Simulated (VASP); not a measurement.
# Ca (Pm-3n) in VASP: further runs

The runs below take Ca through relaxation of cell and atoms, with PBEsol.

All numbers are computed with VASP 6.6.1; they aren't measurements. Logs are shortened: lines on timing, memory, paths and dates and some standing lists are left out, and cuts for length are marked.

### 1 The cell of the first run

It takes space group Pm-3n (No. 223, cubic). Conventional cell: a = 7.058 Å, b = 7.058 Å, c = 7.058 Å, α = 90.00°, β = 90.00°, γ = 90.00°. Ca (site symmetry m-3) has 12 Ca at 3.95 Å within 5.2 Å. Within 4.6 Å of Ca (site symmetry -4m2) lie 14 Ca at 3.53 to 4.32 Å.

### 2 Relaxation of cell and atoms, PBEsol

The input, INCAR:

```
SYSTEM = Ca
  PREC = Accurate
  ENCUT = 600
  EDIFF = 1E-6
  ISMEAR = 0
  SIGMA = 0.1
  LREAL = .False.
  LASPH = .True.
  NELM = 100
  ALGO = Normal
  ISIF = 3
  LWAVE = .False.
  LCHARG = .False.
  GGA = PS
  IBRION = 2
  NSW = 100
  EDIFFG = -0.01
```

The input, KPOINTS:

```
Automatic mesh
0
Gamma
  6 6 6
  0 0 0
```

The input, POSCAR:

```
Ca
1.0
    7.0578195955      0.0000000000      0.0000000000
    0.0000000000      7.0578195955      0.0000000000
    0.0000000000      0.0000000000      7.0578195955
Ca
8
Direct
    0.5000000000      0.5000000000      0.5000000000
    0.0000000000      0.0000000000      0.0000000000
    0.2500000000      0.0000000000      0.5000000000
    0.5000000000      0.2500000000      0.0000000000
    0.5000000000      0.7500000000      0.0000000000
    0.7500000000      0.0000000000      0.5000000000
    0.0000000000      0.5000000000      0.7500000000
    0.0000000000      0.5000000000      0.2500000000
```

Potentials or basis: VASP PAW PBE potentials, release 64 (Ca_sv).

Command:

```console
> cat potpaw_PBE.64/Ca_sv/POTCAR > POTCAR
> mpirun -np 1 vasp_std > vasp.out
```

OUTCAR:

```text
SYSTEM = Ca
   PREC = Accurate
   ENCUT = 600
   EDIFF = 1E-6
   ISMEAR = 0
   LREAL = .False.
   LASPH = .True.
   NELM = 100
   ISIF = 3
   GGA = PS
   IBRION = 2
   NSW = 100
   EDIFFG = -0.01

 ion  position               nearest neighbor table
   1  0.500  0.500  0.500-
   2  0.000  0.000  0.000-
   3  0.250  0.000  0.500-
   4  0.500  0.250  0.000-
   5  0.500  0.750  0.000-
   6  0.750  0.000  0.500-
   7  0.000  0.500  0.750-
   8  0.000  0.500  0.250-

  LATTYP: Found a simple cubic cell.
 ALAT       =     7.0578195955

  Lattice vectors:

 A1 = (   7.0578195955,   0.0000000000,   0.0000000000)
 A2 = (   0.0000000000,   7.0578195955,   0.0000000000)
 A3 = (   0.0000000000,   0.0000000000,   7.0578195955)

Analysis of symmetry for initial positions (statically):
=====================================================================
 Subroutine PRICEL returns:
 Original cell was already a primitive cell.

 Routine SETGRP: Setting up the symmetry group for a
 simple cubic supercell.

 Subroutine GETGRP returns: Found 48 space group operations
 (whereof 24 operations were pure point group operations)
 out of a pool of 48 trial point group operations.

The static configuration has the point symmetry T_h .
 The point group associated with its full space group is O_h .

Analysis of symmetry for dynamics (positions and initial velocities):
=====================================================================
 Subroutine PRICEL returns:
 Original cell was already a primitive cell.

 Routine SETGRP: Setting up the symmetry group for a
 simple cubic supercell.

 Subroutine GETGRP returns: Found 48 space group operations
 (whereof 24 operations were pure point group operations)
 out of a pool of 48 trial point group operations.

The dynamic configuration has the point symmetry T_h .
 The point group associated with its full space group is O_h .

 Subroutine INISYM returns: Found 48 space group operations
 (whereof 24 operations are pure point group operations),
 and found     1 'primitive' translations

----------------------------------------------------------------------------------------

                                     Primitive cell

  volume of cell :     351.5699

  direct lattice vectors                    reciprocal lattice vectors
[... 79 lines left out ...]
   dimension x,y,z NGX =    56 NGY =   56 NGZ =   56
   dimension x,y,z NGXF=   112 NGYF=  112 NGZF=  112
   ions per type =               8
   NGX,Y,Z   is equivalent  to a cutoff of  13.19, 13.19, 13.19 a.u.
   NGXF,Y,Z  is equivalent  to a cutoff of  26.38, 26.38, 26.38 a.u.
 SYSTEM =  Ca
   PREC   = accura    normal or accurate (medium, high low for compatibility)
   ISTART =      0    job   : 0-new  1-cont  2-samecut
   ICHARG =      2    charge: 1-file 2-atom 10-const
   ISPIN  =      1    spin polarized calculation?
   LNONCOLLINEAR =      F non collinear calculations
   LSORBIT =      F    spin-orbit coupling
   LASPH  =      T    aspherical Exc in radial PAW
   ENCUT  =  600.0 eV  44.10 Ry    6.64 a.u.  14.10 14.10 14.10*2*pi/ulx,y,z
   NELM   =    100;   NELMIN=  2; NELMDL= -5     # of ELM steps
   EDIFF  = 0.1E-05   stopping-criterion for ELM
   LREAL  =      F    real-space projection
   EDIFFG = -.1E-01   stopping-criterion for IOM
   NSW    =    100    number of steps for IOM
   IBRION =      2    ionic relax: 0-MD 1-quasi-New 2-CG
   NFREE  =      1    steps in history (QN), initial steepest desc. (CG)
   ISIF   =      3    stress and relaxation
   ISYM   =      2    0-nonsym 1-usesym 2-fastsym
   POTIM  = 0.5000    time-step for ionic-motion
   TEBEG  =    0.0;   TEEND  =   0.0 temperature during run
   PSTRESS=    0.0 pullay stress
   NELECT =      80.0000    total number of electrons
   NUPDOWN=      -1.0000    fix difference up-down
   EMIN   =  10.00;   EMAX   =-10.00  energy-range for DOS
   EFERMI =   0.00;   METHOD = LEGACY
   ISMEAR =     0;   SIGMA  =   0.10  broadening in eV -4-tet -1-fermi 0-gaus
   EFERMI_NEDOS =   21; number of points for ismear=-14 and -15
   IALGO  =     38    algorithm
   IMIX   =      4    mixing-type and parameters
     AMIX     =   0.40;   BMIX     =  1.00
     AMIX_MAG =   1.60;   BMIX_MAG =  1.00
  volume/ion in A,a.u.               =      43.95       296.56
  Fermi-wavevector in a.u.,A,eV,Ry     =   0.999465  1.888715 13.591273  0.998930
  Thomas-Fermi vector in A             =   2.131757
   LORBIT       =      0    0 simple, 1 ext, 2 COOP (PROOUT), +10 PAW based schemes
   GGA     = PS    functional components
   LHFCALC =     F    Hartree Fock is set to
   AEXX    =    0.0000 exact exchange contribution
   IVDW    =     0    specifies the selected vdW correction
   LEPSILON=     F    determine dielectric tensor
   LRPA    =     F    only Hartree local field effects (RPA)
 conjugate gradient relaxation of ions
 non-spin polarized calculation
 Gauss-broadening in eV      SIGMA  =   0.10
  energy-cutoff  :      600.00
  volume of cell :      351.57
 maximum number of plane-waves:     11808
   NGX = 29   NGY = 29   NGZ = 29

--------------------------------------- Ionic step        1  -------------------------------------------

 number of electron      79.9999976 magnetization

 Free energy of the ion-electron system (eV)
  ---------------------------------------------------
  ext. energy  EPLUGINS =         0.00000000
  ---------------------------------------------------
  free energy    TOTEN  =       -16.69382937 eV

  energy without entropy =      -16.64532854  energy(sigma->0) =      -16.66957895

------------------------ aborting loop because EDIFF is reached ----------------------------------------

  FORCE on cell =-STRESS in cart. coord.  units (eV):
  Direction    XX          YY          ZZ          XY          YZ          ZX
  --------------------------------------------------------------------------------------
  -------------------------------------------------------------------------------------
  Total       -2.4501541     -2.4501541     -2.4501541      0.0000000     -0.0000000     -0.0000000
  in kB      -11.1658639    -11.1658639    -11.1658639      0.0000000     -0.0000000     -0.0000000
  external PRESSURE =     -11.1658639 kB  Pullay stress =       0.0000000 kB
[... 71 lines left out ...]
--------------------------------------- Ionic step        3  -------------------------------------------

 number of electron      80.0000014 magnetization

 Free energy of the ion-electron system (eV)
  ---------------------------------------------------
  ext. energy  EPLUGINS =         0.00000000
  ---------------------------------------------------
  free energy    TOTEN  =       -16.78313393 eV

  energy without entropy =      -16.73895552  energy(sigma->0) =      -16.76104472

 E-fermi :   1.9948     XC(G=0):  -7.9014

 val. band max:        1.9875654619   @ k =   0.1667   0.1667   0.0000
 cond. band min:       2.0139648839   @ k =   0.3333   0.1667   0.0000
 fundamental gap:      0.0263994220
 Fermi energy:         1.9947637981

 k-point     1 :       0.0000    0.0000    0.0000
  band No.  band energies     occupation
      1     -39.7674      2.00000
      2     -39.7565      2.00000
      3     -39.7565      2.00000
      4     -39.7517      2.00000
      5     -39.7456      2.00000
      6     -39.7348      2.00000
[... 1044 lines left out ...]
  FREE ENERGIE OF THE ION-ELECTRON SYSTEM (eV)
  ---------------------------------------------------
  free  energy   TOTEN  =       -16.7831339273 eV

  energy  without entropy=      -16.7389555204  energy(sigma->0) =      -16.76104472

 reached required accuracy - stopping structural energy minimisation
```

It took 19 min on 1 thread of Intel Xeon Platinum 8259CL at 2.50GHz (Skylake/Cascade Lake), shared host; peak memory 0.63 GiB.

What came out:

- Free energy: -16.7831 eV
- Relaxed volume: 40.95 Å³/atom
- Relaxed cell: a = 6.894 Å, b = 6.894 Å, c = 6.894 Å, α = 90.00°, β = 90.00°, γ = 90.00°
- Space group after relaxing (to 0.05 Å): Pm-3n (No. 223)
- Energy gained by relaxing: 11.2 meV/atom
- Ionic steps: 3
- Pressure after relaxing: 0.0 GPa
- Band gap on the k mesh: zero (band 40 reaches 2.44 eV, above the bottom of band 41 at 1.78 eV)

The path:
| step | energy change (eV) | largest force (eV/Å) | pressure (GPa) | volume (Å³) |
| --- | --- | --- | --- | --- |
| 1 | 0.0000 | 0.0000 | -1.12 | 351.57 |
| 2 | -0.0760 | 0.0000 | -0.45 | 336.22 |
| 3 | -0.0893 | 0.0000 | -0.03 | 327.58 |

Final structure:
```xyz
8
Lattice="6.8935 0.0000 0.0000 0.0000 6.8935 0.0000 0.0000 0.0000 6.8935" Properties=species:S:1:pos:R:3 pbc="T T T"
Ca    3.4468    3.4468    3.4468
Ca    0.0000    0.0000    0.0000
Ca    1.7234    0.0000    3.4468
Ca    3.4468    1.7234    0.0000
Ca    3.4468    5.1701    0.0000
Ca    5.1701    0.0000    3.4468
Ca    0.0000    3.4468    5.1701
Ca    0.0000    3.4468    1.7234
```

Caveat: the PAW data sets were made with another functional, which shifts forces and pressure a little.

### 3 Relaxation of cell and atoms, PBEsol

This run uses another cell than the first one, of 40.80 Å³/atom, 0.928 times its volume.

The input, INCAR:

```
SYSTEM = Ca
PREC = Accurate
ENCUT = 600
EDIFF = 1E-6
ISMEAR = 0
SIGMA = 0.1
LREAL = .FALSE.
LASPH = .TRUE.
NELM = 100
ALGO = Normal
ISIF = 3
LWAVE = .FALSE.
LCHARG = .FALSE.
GGA = PS
IBRION = 2
NSW = 100
EDIFFG = -0.01
```

The input, KPOINTS:

```
Automatic mesh
0
G
  6 6 6
  0 0 0
```

POSCAR, as its differences from that of step 2:

```diff
@@ -2,5 +2,5 @@
 1.0
-    7.0578195955      0.0000000000      0.0000000000
-    0.0000000000      7.0578195955      0.0000000000
-    0.0000000000      0.0000000000      7.0578195955
+    6.8853987655      0.0000000000      0.0000000000
+    0.0000000000      6.8853987655      0.0000000000
+    0.0000000000      0.0000000000      6.8853987655
 Ca
```

Potentials or basis: VASP PAW PBE potentials, release 64 (Ca_sv).

Command:

```console
> cat potpaw_PBE.64/Ca_sv/POTCAR > POTCAR
> mpirun -np 1 vasp_std > vasp.out
```

OUTCAR:

```text
SYSTEM = Ca
   PREC = Accurate
   ENCUT = 600
   EDIFF = 1E-6
   ISMEAR = 0
   LREAL = .FALSE.
   LASPH = .TRUE.
   NELM = 100
   ISIF = 3
   GGA = PS
   IBRION = 2
   NSW = 100
   EDIFFG = -0.01

 ion  position               nearest neighbor table
   1  0.500  0.500  0.500-
   2  0.000  0.000  0.000-
   3  0.250  0.000  0.500-
   4  0.500  0.250  0.000-
   5  0.500  0.750  0.000-
   6  0.750  0.000  0.500-
   7  0.000  0.500  0.750-
   8  0.000  0.500  0.250-

  LATTYP: Found a simple cubic cell.
 ALAT       =     6.8853987655

  Lattice vectors:

 A1 = (   6.8853987655,   0.0000000000,   0.0000000000)
 A2 = (   0.0000000000,   6.8853987655,   0.0000000000)
 A3 = (   0.0000000000,   0.0000000000,   6.8853987655)

Analysis of symmetry for initial positions (statically):
=====================================================================
 Subroutine PRICEL returns:
 Original cell was already a primitive cell.

[... 184 lines left out ...]
 fundamental gap:      0.0258074317
 Fermi energy:         2.0091757494

 k-point     1 :       0.0000    0.0000    0.0000
  band No.  band energies     occupation
      1     -39.7450      2.00000
      2     -39.7338      2.00000
      3     -39.7338      2.00000
      4     -39.7296      2.00000
      5     -39.7232      2.00000
      6     -39.7117      2.00000
[... 1009 lines left out ...]
     47       3.2336      0.00000
     48       3.2349      0.00000

------------------------ aborting loop because EDIFF is reached ----------------------------------------

  FORCE on cell =-STRESS in cart. coord.  units (eV):
  Direction    XX          YY          ZZ          XY          YZ          ZX
  --------------------------------------------------------------------------------------
  -------------------------------------------------------------------------------------
  Total        0.0382047      0.0382047      0.0382047     -0.0000000      0.0000000     -0.0000000
  in kB        0.1875168      0.1875168      0.1875168     -0.0000000      0.0000000     -0.0000000
  external PRESSURE =       0.1875168 kB  Pullay stress =       0.0000000 kB

 VOLUME and BASIS-vectors are now :
 -----------------------------------------------------------------------------
  energy-cutoff  :      600.00
  volume of cell :      326.43
      direct lattice vectors                 reciprocal lattice vectors
     6.885398765  0.000000000  0.000000000     0.145234871  0.000000000  0.000000000
     0.000000000  6.885398765  0.000000000     0.000000000  0.145234871  0.000000000
     0.000000000  0.000000000  6.885398765     0.000000000  0.000000000  0.145234871

 POSITION                                       TOTAL-FORCE (eV/Angst)
 -----------------------------------------------------------------------------------
      3.44270      3.44270      3.44270         0.000000     -0.000000     -0.000000
      0.00000      0.00000      0.00000         0.000000     -0.000000     -0.000000
      1.72135      0.00000      3.44270         0.000000      0.000000      0.000000
      3.44270      1.72135      0.00000        -0.000000     -0.000000     -0.000000
      3.44270      5.16405      0.00000        -0.000000      0.000000      0.000000
      5.16405      0.00000      3.44270        -0.000000      0.000000     -0.000000
      0.00000      3.44270      5.16405        -0.000000     -0.000000     -0.000000
      0.00000      3.44270      1.72135        -0.000000      0.000000      0.000000
 -----------------------------------------------------------------------------------
    total drift:                                0.000000      0.000000      0.000000

  FREE ENERGIE OF THE ION-ELECTRON SYSTEM (eV)
  ---------------------------------------------------
  free  energy   TOTEN  =       -16.7818707976 eV

  energy  without entropy=      -16.7379605015  energy(sigma->0) =      -16.75991565

 reached required accuracy - stopping structural energy minimisation
```

OSZICAR:

```text
N       E                     dE             d eps       ncg     rms          rms(c)
DAV:   1     0.903579169188E+03    0.90358E+03   -0.41064E+04  1920   0.169E+03
DAV:   2     0.435457555027E+02   -0.86003E+03   -0.85159E+03  1920   0.496E+02
DAV:   3    -0.798743464212E+01   -0.51533E+02   -0.49317E+02  2760   0.914E+01
DAV:   4    -0.159635950097E+02   -0.79762E+01   -0.78300E+01  3152   0.283E+01
DAV:   5    -0.168194822906E+02   -0.85589E+00   -0.85256E+00  2656   0.689E+00    0.678E+00
DAV:   6    -0.168029736593E+02    0.16509E-01   -0.55682E-01  2528   0.321E+00    0.358E+00
DAV:   7    -0.167822940334E+02    0.20680E-01   -0.11120E-01  2416   0.229E+00    0.456E-01
DAV:   8    -0.167816943399E+02    0.59969E-03   -0.14190E-02  2776   0.666E-01    0.479E-01
DAV:   9    -0.167818085482E+02   -0.11421E-03   -0.17258E-03  2680   0.271E-01    0.119E-01
DAV:  10    -0.167818941992E+02   -0.85651E-04   -0.30494E-04  2488   0.131E-01    0.614E-02
DAV:  11    -0.167818709440E+02    0.23255E-04   -0.48625E-05  2336   0.502E-02    0.892E-03
DAV:  12    -0.167818707976E+02    0.14645E-06   -0.34252E-06  1816   0.847E-03
   1 F= -.16781871E+02 E0= -.16759916E+02  d E =-.167819E+02
```

Run time: 3.2 min. Hardware: 1 thread of Intel Xeon 6975P-C (Granite Rapids), shared host; peak memory 0.58 GiB.

Results:

* Free energy: -16.7819 eV
* Pressure after relaxing: 0.0 GPa
* Band gap on the k mesh: zero (band 40 reaches 2.45 eV, above the bottom of band 41 at 1.80 eV)

Final structure:
```
Ca
1.0
     6.88540    0.00000    0.00000
     0.00000    6.88540    0.00000
     0.00000    0.00000    6.88540
Ca
8
Direct
  0.50000 0.50000 0.50000
  0.00000 0.00000 0.00000
  0.25000 0.00000 0.50000
  0.50000 0.25000 0.00000
  0.50000 0.75000 0.00000
  0.75000 0.00000 0.50000
  0.00000 0.50000 0.75000
  0.00000 0.50000 0.25000
```

Levels at points of the mesh, in eV from the Fermi level:
```
           k point  band 38  band 39  band 40  band 41  band 42  band 43
(0.00, 0.00, 0.00)    -0.75    -0.75     0.44     0.44     0.44     0.47
(0.50, 0.00, 0.00)    -0.57    -0.23    -0.23    -0.21    -0.21     0.63
(0.50, 0.50, 0.00)    -0.31    -0.31    -0.23     0.23     0.23     0.34
(0.50, 0.50, 0.50)    -1.63    -1.63    -1.63     0.99     0.99     0.99
```

Caveat: the relaxation stopped at its first step, so nothing moved; the PAW data sets were made with another functional, which shifts forces and pressure a little.
